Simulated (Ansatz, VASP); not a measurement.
Two plane-wave programs on ZrS

```
Zr S
1.0
     0.00000    2.73000    2.52000
     2.73000    0.00000    2.52000
     2.73000    2.73000    0.00000
Zr S
1 1
Direct
  0.00000 0.00000 0.00000
  0.50000 0.50000 0.50000
```

Change from the starting cell: strain +0.040 along x and y, -0.040 along z, atoms carried along.

Alike in both runs: task single point; functional PBEsol; k mesh 16 × 16 × 16; occupations gaussian, width 0.15 eV; no spin polarisation.

|  | VASP | Ansatz |
| --- | --- | --- |
| version | VASP 6.6.1 | Ansatz 0.2.0 |
| potentials or method | VASP PAW PBE potentials, release 64 (Zr_sv, S), cutoff 520 eV | scalar-relativistic, plane waves, PAW |
| valence electrons in the cell | 18 | 18 |

```tsv
	VASP	Ansatz	Ansatz less VASP
gap on the k mesh at the Fermi level (eV)	none	none	-
pressure (GPa)	-8.1	-8.3	-0.19
traceless stress, the component that is largest in VASP (GPa)	12.46	12.36	-0.104
```

VASP's potentials were made for PBE, not for PBEsol. A gap of «none» marks a metal or a gap that the smearing closes. The functional is the same, so the differences come from potentials, cutoffs and numerics.
